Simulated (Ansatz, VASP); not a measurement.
# CaIn2Sn2: VASP beside Ansatz

The input INCAR:

```
ALGO = Normal ; EDIFF = 1E-6
ENCUT = 520 ; GGA = PE
ISIF = 2 ; ISMEAR = -1
LASPH = T ; LCHARG = T
LELF = T ; LREAL = F
LVHAR = T ; LWAVE = F
NBANDS = 75 ; NELM = 80
PREC = Accurate ; SIGMA = 0.1
```

KPOINTS

```
k-points
0
Gamma
  5 5 1
```

POSCAR

```
CaIn2Sn2
1.0
    4.2326080000      0.0000000000      0.0000000000
   -2.1163040000      3.6655500000      0.0000000000
    0.0000000000      0.0000000000     18.0866900000
In Sn Ca
4 4 2
Direct
    0.3333300000      0.6666700000      0.1719800000
    0.6666700000      0.3333300000      0.6719800000
    0.3333300000      0.6666700000      0.3280200000
    0.6666700000      0.3333300000      0.8280200000
    0.3333300000      0.6666700000      0.6036200000
    0.6666700000      0.3333300000      0.1036200000
    0.3333300000      0.6666700000      0.8963800000
    0.6666700000      0.3333300000      0.3963800000
    0.0000000000      0.0000000000      0.0000000000
    0.0000000000      0.0000000000      0.5000000000
```

Input for Ansatz:

```yaml
crystal:
  lattice:
    - [4.232608, 0.0, 0.0]
    - [-2.116304, 3.66555, 0.0]
    - [0.0, 0.0, 18.08669]
  atoms:
    - { symbol: In, position: [0.33333, 0.66667, 0.17198] }
    - { symbol: In, position: [0.66667, 0.33333, 0.67198] }
    - { symbol: In, position: [0.33333, 0.66667, 0.32802] }
    - { symbol: In, position: [0.66667, 0.33333, 0.82802] }
    - { symbol: Sn, position: [0.33333, 0.66667, 0.60362] }
    - { symbol: Sn, position: [0.66667, 0.33333, 0.10362] }
    - { symbol: Sn, position: [0.33333, 0.66667, 0.89638] }
    - { symbol: Sn, position: [0.66667, 0.33333, 0.39638] }
    - { symbol: Ca, position: [0.0, 0.0, 0.0] }
    - { symbol: Ca, position: [0.0, 0.0, 0.5] }
  symmetry: { tolerance: 0.0003 }
kpoints:
  mp_grid: { grid: [5, 5, 1], shift: [0, 0, 0] }
magnetization:
  spin_polarized: false
scf:
  occupations: { method: fermi_dirac }
hamiltonian:
  pseudopotentials: { kind: paw }
  xc: pbe
basis:
  ecutwfc: 420
output:
  forces: true
  stress: true
  eigenvalues: true
  write_density: true
  write_potential: true
  elf: true
  volumetric_format: npy
```

Alike in both runs: task single point; functional PBE; k mesh 5 × 5 × 1; no spin polarisation.

```csv
,VASP,Ansatz
version,VASP 6.6.1,Ansatz 0.2.0
potentials or method,"VASP PAW PBE potentials, release 64 (In_d, Sn_d, Ca_sv), cutoff 520 eV",PAW plane waves
occupations,"fermi-dirac, width 0.1 eV",fermi-dirac
valence electrons in the cell,128,128
```

```tsv
	VASP	Ansatz	Ansatz less VASP
gap on the k mesh at the Fermi level (eV)	none	none	-
pressure (GPa)	9.0	8.9	-0.02
traceless stress, the component that is largest in VASP (GPa)	-1.09	-1.08	+0.003
rms of the force components (eV/Å)	0.296	0.296	+0.0002
```

Atom by atom the forces differ by 0.003 eV/Å (rms over components). A gap of «none» marks a metal or a gap that the smearing closes. Ansatz's warnings: structure snapped to symmetry.
